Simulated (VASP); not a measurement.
The system is Nb.

```
CELL_PARAMETERS angstrom
-1.62998 1.62998 1.62998
1.62998 -1.62998 1.62998
1.62998 1.62998 -1.62998
ATOMIC_POSITIONS crystal
Nb 0.00000 0.00000 0.00000
```

This cell differs from its parent crystal: volume scaled by 0.94.

Base run:

| Property | Result |
| --- | --- |
| Program | VASP 6.6.1 |
| Functional | LDA |
| Potentials or basis | VASP PAW LDA potentials, release 64 (Nb_sv) |
| Cutoff | 500 eV |
| k mesh | 11 × 11 × 11 |
| Occupations | methfessel-paxton, width 0.01 eV |
| Spin | no spin polarisation |
| Hubbard terms | Nb d U = 4.0 eV |

Its results: pressure 11.3 GPa.

Question: The run is repeated on the same cell with these changes: occupations from methfessel-paxton, width 0.01 eV to fermi-dirac, width 0.05 eV; hubbard terms from Nb d U = 4.0 eV to none. What comes out?

Answer: Pressure -1.6 GPa.

Caveats: U without spin polarisation on a metal has little footing (some runs); the U is typed as a test and isn't derived for this compound (some runs).
